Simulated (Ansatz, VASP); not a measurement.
# Ni in VASP and in Ansatz

File INCAR:

```
  ALGO = Normal
  EDIFF = 1E-7
  ENCUT = 520
  GGA = RP
  ISIF = 2
  ISMEAR = -1
  ISPIN = 2
  LASPH = T
  LCHARG = F
  LMAXMIX = 4
  LORBIT = 11
  LREAL = F
  LWAVE = F
  MAGMOM = 0.661
  NBANDS = 15
  NELM = 150
  PREC = Accurate
  SIGMA = 0.05
```

KPOINTS

```
k-points
0
Gamma
  15 15 15
```

Contents of POSCAR:

```
Ni
1.0
    2.2905298941      0.0000000000      0.0000000000
    0.0000000000      2.2905298941      0.0000000000
    0.0000000000      0.0000000000      2.2905298941
Ni
1
Direct
    0.0000000000      0.0000000000      0.0000000000
```

Input for Ansatz:

```yaml
crystal:
  lattice:
    - [2.2905298941, 0.0, 0.0]
    - [0.0, 2.2905298941, 0.0]
    - [0.0, 0.0, 2.2905298941]
  atoms:
    - { symbol: Ni, position: [0.0, 0.0, 0.0], spin: 0.661 }
hamiltonian:
  xc: rpbe
  pseudopotentials:
    kind: paw
    azcp:
      Ni: "pseudopotentials/Ni.paw.azcp"
basis:
  ecutwfc: 420
  fft_grid_basis: typed
kpoints:
  mp_grid: { grid: [15, 15, 15], shift: [0, 0, 0] }
magnetization:
  spin_polarized: true
scf:
  occupations: { method: fermi_dirac, width: 0.05 }
  lower_state_search: "off"
output:
  stress: true
  write_density: true
  write_potential: true
  elf: true
  volumetric_format: npy
```

Alike in both runs: task single point; functional RPBE; k mesh 15 × 15 × 15; occupations fermi-dirac, width 0.05 eV; collinear spin.

|  | VASP | Ansatz |
| --- | --- | --- |
| version | VASP 6.6.1 | Ansatz 0.2.0 |
| potentials or method | VASP PAW PBE potentials, release 64 (Ni), cutoff 520 eV | plane waves (420 eV) with PAW, scalar-relativistic |
| valence electrons in the cell | 10 | 18 |

```tsv
	VASP	Ansatz	Ansatz less VASP
pressure (GPa)	12.6	12.7	+0.15
net moment per atom (μB)	0.45	0.46	+0.011
size of the moment on the site where the two differ most (μB)	0.46	0.48	+0.022
```

VASP's potentials were made for PBE, not for RPBE. Site moments also hang on the region over which each program counts them. With one functional, cell and mesh, what is left measures potentials, basis and numerics. VASP's potentials hold 10 valence electrons a cell and Ansatz's 18, so a difference there can come from the potentials and not from the codes.
